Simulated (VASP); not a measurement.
# KF (R-3m) in VASP: notebook, part 2 of 2

VASP 6.6.1. The steps go on from the part before.

## 3. Single point, PBE (20.87 Å³/atom)

INCAR reads:

```
PREC = Accurate
ENCUT = 520
EDIFF = 1E-7
ISMEAR = 0
SIGMA = 0.05
LREAL = F
LASPH = T
NELM = 100
ALGO = Normal
ISIF = 2
LWAVE = F
LCHARG = F
GGA = PE
NBANDS = 15
```

KPOINTS reads:

```
regular mesh
0
Gamma
  8 8 8
```

POSCAR reads:

```
KF
1.0
   -0.0293404613      2.7386275859      2.7386275859
    2.7386275859     -0.0293404613      2.7386275859
    2.7386275859      2.7386275859     -0.0293404613
K F
1 1
Direct
    0.0000000000      0.0000000000      0.0000000000
    0.5000000000      0.5000000000      0.5000000000
```

Potentials or basis: VASP PAW PBE potentials, release 64 (K_sv, F).

Started as:

```sh
> cat potpaw_PBE.64/K_sv/POTCAR potpaw_PBE.64/F/POTCAR > POTCAR
> mpirun -np 1 vasp_std > vasp.out
```

OUTCAR:

```text
PREC = Accurate
   ENCUT = 520
   EDIFF = 1E-7
   ISMEAR = 0
   LREAL = F
   LASPH = T
   NELM = 100
   ISIF = 2
   GGA = PE

 ion  position               nearest neighbor table
   1  0.000  0.000  0.000-   2 2.75   2 2.75   2 2.75   2 2.75   2 2.75   2 2.75
   2  0.500  0.500  0.500-   1 2.75   1 2.75   1 2.75   1 2.75   1 2.75   1 2.75

  LATTYP: Found a trigonal (rhomboedric) cell.
 ALAT       =     3.8731154090
 COS(alpha) =     0.4892583576

  Lattice vectors:

 A1 = (  -0.0293404613,   2.7386275859,   2.7386275859)
 A2 = (   2.7386275859,  -0.0293404613,   2.7386275859)
 A3 = (   2.7386275859,   2.7386275859,  -0.0293404613)

Analysis of symmetry for initial positions (statically):
=====================================================================
 Subroutine PRICEL returns:
 Original cell was already a primitive cell.

 Routine SETGRP: Setting up the symmetry group for a
 trigonal (rhombohedral) supercell.

 Subroutine GETGRP returns: Found 12 space group operations
 (whereof 12 operations were pure point group operations)
 out of a pool of 12 trial point group operations.

The static configuration has the point symmetry D_3d.

Analysis of symmetry for dynamics (positions and initial velocities):
=====================================================================
 Subroutine PRICEL returns:
 Original cell was already a primitive cell.

 Routine SETGRP: Setting up the symmetry group for a
 trigonal (rhombohedral) supercell.

 Subroutine GETGRP returns: Found 12 space group operations
 (whereof 12 operations were pure point group operations)
 out of a pool of 12 trial point group operations.

The dynamic configuration has the point symmetry D_3d.

 Subroutine INISYM returns: Found 12 space group operations
 (whereof 12 operations are pure point group operations),
 and found     1 'primitive' translations

----------------------------------------------------------------------------------------

                                     Primitive cell

  volume of cell :      41.7400

  direct lattice vectors                    reciprocal lattice vectors
    -0.029340461  2.738627586  2.738627586    -0.179665074  0.181610773  0.181610773
     2.738627586 -0.029340461  2.738627586     0.181610773 -0.179665074  0.181610773
     2.738627586  2.738627586 -0.029340461     0.181610773  0.181610773 -0.179665074

  length of vectors
     3.873115409  3.873115409  3.873115409     0.313439762  0.313439762  0.313439762

  position of ions in fractional coordinates (direct lattice)
     0.000000000  0.000000000  0.000000000
     0.500000000  0.500000000  0.500000000

  ion indices of the primitive-cell ions
   primitive index   ion index
                 1           1
                 2           2

----------------------------------------------------------------------------------------

 KPOINTS: regular mesh

Automatic generation of k-mesh.
 Grid dimensions read from file:
 generate k-points for:    8    8    8

 Generating k-lattice:

  Cartesian coordinates                     Fractional coordinates (reciprocal lattice)
    -0.022458134  0.022701347  0.022701347     0.125000000  0.000000000 -0.000000000
[... 42 lines left out ...]
   number of dos      NEDOS =    301   number of ions     NIONS =      2
   total plane-waves  NPLWV =  27000
   dimension x,y,z NGX =    30 NGY =   30 NGZ =   30
   dimension x,y,z NGXF=    60 NGYF=   60 NGZF=   60
   ions per type =               1   1
   NGX,Y,Z   is equivalent  to a cutoff of  12.88, 12.88, 12.88 a.u.
   NGXF,Y,Z  is equivalent  to a cutoff of  25.75, 25.75, 25.75 a.u.
 SYSTEM =  unknown system
   PREC   = accura    normal or accurate (medium, high low for compatibility)
   ISTART =      0    job   : 0-new  1-cont  2-samecut
   ICHARG =      2    charge: 1-file 2-atom 10-const
   ISPIN  =      1    spin polarized calculation?
   LNONCOLLINEAR =      F non collinear calculations
   LSORBIT =      F    spin-orbit coupling
   LASPH  =      T    aspherical Exc in radial PAW
   ENCUT  =  520.0 eV  38.22 Ry    6.18 a.u.   7.20  7.20  7.20*2*pi/ulx,y,z
   NELM   =    100;   NELMIN=  2; NELMDL= -5     # of ELM steps
   EDIFF  = 0.1E-06   stopping-criterion for ELM
   LREAL  =      F    real-space projection
   EDIFFG = 0.1E-05   stopping-criterion for IOM
   NSW    =      0    number of steps for IOM
   IBRION =     -1    ionic relax: 0-MD 1-quasi-New 2-CG
   NFREE  =      0    steps in history (QN), initial steepest desc. (CG)
   ISIF   =      2    stress and relaxation
   ISYM   =      2    0-nonsym 1-usesym 2-fastsym
   POTIM  = 0.5000    time-step for ionic-motion
   TEBEG  =    0.0;   TEEND  =   0.0 temperature during run
   PSTRESS=    0.0 pullay stress
   NELECT =      16.0000    total number of electrons
   NUPDOWN=      -1.0000    fix difference up-down
   EMIN   =  10.00;   EMAX   =-10.00  energy-range for DOS
   EFERMI =   0.00;   METHOD = LEGACY
   ISMEAR =     0;   SIGMA  =   0.05  broadening in eV -4-tet -1-fermi 0-gaus
   EFERMI_NEDOS =   21; number of points for ismear=-14 and -15
   IALGO  =     38    algorithm
   IMIX   =      4    mixing-type and parameters
     AMIX     =   0.40;   BMIX     =  1.00
     AMIX_MAG =   1.60;   BMIX_MAG =  1.00
  volume/ion in A,a.u.               =      20.87       140.84
  Fermi-wavevector in a.u.,A,eV,Ry     =   1.189225  2.247309 19.242121  1.414256
  Thomas-Fermi vector in A             =   2.325337
   LORBIT       =      0    0 simple, 1 ext, 2 COOP (PROOUT), +10 PAW based schemes
   GGA     = PE    functional components
   LHFCALC =     F    Hartree Fock is set to
   AEXX    =    0.0000 exact exchange contribution
   IVDW    =     0    specifies the selected vdW correction
   LEPSILON=     F    determine dielectric tensor
   LRPA    =     F    only Hartree local field effects (RPA)
 non-spin polarized calculation
 Gauss-broadening in eV      SIGMA  =   0.05
  energy-cutoff  :      520.00
  volume of cell :       41.74
 maximum number of plane-waves:      1140
 NGX is ok and might be reduce to    30
   NGX = 15   NGY = 15   NGZ = 15

 number of electron      15.9999996 magnetization

 Free energy of the ion-electron system (eV)
  ---------------------------------------------------
  ext. energy  EPLUGINS =         0.00000000
  ---------------------------------------------------
  free energy    TOTEN  =        -8.29325216 eV

  energy without entropy =       -8.29325216  energy(sigma->0) =       -8.29325216

 E-fermi :  -2.7382     XC(G=0):  -8.0047

 val. band max:       -3.0138809221   @ k =   0.0000   0.0000   0.0000
 cond. band min:       2.6924152380   @ k =   0.0000   0.0000   0.0000
 fundamental gap:      5.7062961601
 Fermi energy:        -2.7382398856

 k-point     1 :       0.0000    0.0000    0.0000
  band No.  band energies     occupation
      1     -29.4266      2.00000
      2     -21.6336      2.00000
      3     -12.7338      2.00000
      4     -12.7338      2.00000
      5     -12.7311      2.00000
      6      -3.0297      2.00000
      7      -3.0297      2.00000
      8      -3.0139      2.00000
      9       2.6924      0.00000
     10       7.3440      0.00000
     11       7.3440      0.00000
     12       7.4947      0.00000
     13       8.9528      0.00000
     14       8.9528      0.00000
[... 401 lines left out ...]
      2     -21.6644      2.00000
      3     -12.8797      2.00000
      4     -12.8119      2.00000
      5     -12.7426      2.00000
      6      -3.5188      2.00000
      7      -3.2545      2.00000
      8      -3.1327      2.00000
      9       4.7251      0.00000
     10       6.5632      0.00000
     11       8.2500      0.00000
     12       8.3845      0.00000
     13       9.5607      0.00000
     14       9.9503      0.00000
     15      14.0406      0.00000

 [... further k-points ...]

------------------------ aborting loop because EDIFF is reached ----------------------------------------

  FORCE on cell =-STRESS in cart. coord.  units (eV):
  Direction    XX          YY          ZZ          XY          YZ          ZX
  --------------------------------------------------------------------------------------
  -------------------------------------------------------------------------------------
  Total       -0.3214100     -0.3214100     -0.3214100      0.0373511      0.0373511      0.0373511
  in kB      -12.3372251    -12.3372251    -12.3372251      1.4337123      1.4337123      1.4337123
  external PRESSURE =     -12.3372251 kB  Pullay stress =       0.0000000 kB

 VOLUME and BASIS-vectors are now :
 -----------------------------------------------------------------------------
  energy-cutoff  :      520.00
  volume of cell :       41.74
      direct lattice vectors                 reciprocal lattice vectors
    -0.029340461  2.738627586  2.738627586    -0.179665074  0.181610773  0.181610773
     2.738627586 -0.029340461  2.738627586     0.181610773 -0.179665074  0.181610773
     2.738627586  2.738627586 -0.029340461     0.181610773  0.181610773 -0.179665074

 POSITION                                       TOTAL-FORCE (eV/Angst)
 -----------------------------------------------------------------------------------
      0.00000      0.00000      0.00000         0.000000     -0.000000     -0.000000
      2.72396      2.72396      2.72396        -0.000000      0.000000      0.000000
 -----------------------------------------------------------------------------------
    total drift:                                0.000000      0.000000      0.000000

  FREE ENERGIE OF THE ION-ELECTRON SYSTEM (eV)
  ---------------------------------------------------
  free  energy   TOTEN  =        -8.2932521592 eV

  energy  without entropy=       -8.2932521592  energy(sigma->0) =       -8.29325216
```

stdout:

```text
POSCAR found type information on POSCAR K F
 POSCAR found :  2 types and       2 ions
 scaLAPACK will be used
 LDA part: xc-table for (Slater+PW92), standard interpolation
 POSCAR, INCAR and KPOINTS ok, starting setup
 FFT: planning ... GRIDC
 FFT: planning ... GRID_SOFT
 FFT: planning ... GRID
 WAVECAR not read
 entering main loop
```

Run time: 70 s. Hardware: 1 thread of Intel Xeon 8259CL, shared host; peak memory 0.19 GiB.

What came out:

| Item | Value |
| --- | --- |
| Free energy | -8.2933 eV |
| Pressure | -1.2 GPa |
| Band gap on the k mesh | 5.71 eV |

Stress tensor (GPa, compression positive):
```
-1.23  0.14  0.14
 0.14 -1.23  0.14
 0.14  0.14 -1.23
```

## 4. Single point, PBE (21.19 Å³/atom)

This run uses another cell than the first one, of 21.19 Å³/atom.

INCAR reads:

```
PREC = Accurate
ENCUT = 520
EDIFF = 1E-6
ISMEAR = 0
SIGMA = 0.05
LREAL = False
LASPH = True
NELM = 100
ALGO = Normal
ISIF = 2
LWAVE = False
LCHARG = False
GGA = PE
NBANDS = 15
```

KPOINTS reads:

```
Automatic mesh
0
Gamma
  8 8 8
```

POSCAR reads:

```
KF
1.0
    0.0895005951      2.8126424333      2.8126424333
    2.8126424333      0.0895005951      2.8126424333
    2.8126424333      2.8126424333      0.0895005951
K F
1 1
Direct
    0.0000000000      0.0000000000      0.0000000000
    0.5000000000      0.5000000000      0.5000000000
```

Started as:

```sh
> cat potpaw_PBE.64/K_sv/POTCAR potpaw_PBE.64/F/POTCAR > POTCAR
> mpirun -np 1 vasp_std > vasp.out
```

Run time: 61 s. Hardware: 1 thread of Intel Xeon 8259CL, shared host; peak memory 0.19 GiB.

Results (log left out):

```yaml
Free_energy: -8.2830 eV
Pressure: -1.6 GPa
Band_gap_on_the_k_mesh: 5.62 eV
```

Stress tensor (GPa, compression positive):
```
-1.60 -0.49 -0.49
-0.49 -1.60 -0.49
-0.49 -0.49 -1.60
```

Levels at points of the mesh, in eV from the valence-band top:
| k point | band 4 | band 5 | band 6 | band 7 | band 8 | band 9 | band 10 | band 11 | band 12 | band 13 |
| --- | --- | --- | --- | --- | --- | --- | --- | --- | --- | --- |
| (0.00, 0.00, 0.00) | -9.79 | -9.79 | -0.05 | 0.00 | 0.00 | 5.62 | 10.07 | 10.48 | 10.48 | 11.90 |
| (0.50, 0.00, 0.00) | -9.84 | -9.82 | -0.70 | -0.34 | -0.27 | 8.63 | 9.86 | 11.37 | 11.76 | 13.50 |
| (0.50, 0.50, 0.00) | -9.95 | -9.94 | -0.27 | -0.11 | -0.07 | 8.06 | 9.69 | 10.98 | 12.99 | 13.51 |
| (0.50, 0.50, 0.50) | -9.81 | -9.81 | -0.71 | -0.24 | -0.24 | 8.45 | 9.70 | 11.49 | 11.49 | 13.56 |

## 5. Summary

```csv
cell,gap on the mesh (eV),pressure (GPa)
"a = 3.959 Å, angles 57.9°, 2 atoms",5.69,-1.3
"a = 3.873 Å, angles 60.7°, 2 atoms",5.71,-1.2
"a = 3.979 Å, angles 57.9°, 2 atoms",5.62,-1.6
```

Alike in all rows: task single point; level PBE; potentials or basis VASP PAW PBE potentials, release 64 (K_sv, F); no spin polarisation; k mesh 8 × 8 × 8; cutoff (eV) 520; smearing gaussian 0.05 eV.

Total energies depend on the potentials used, so only differences within one code and one set of settings carry meaning.
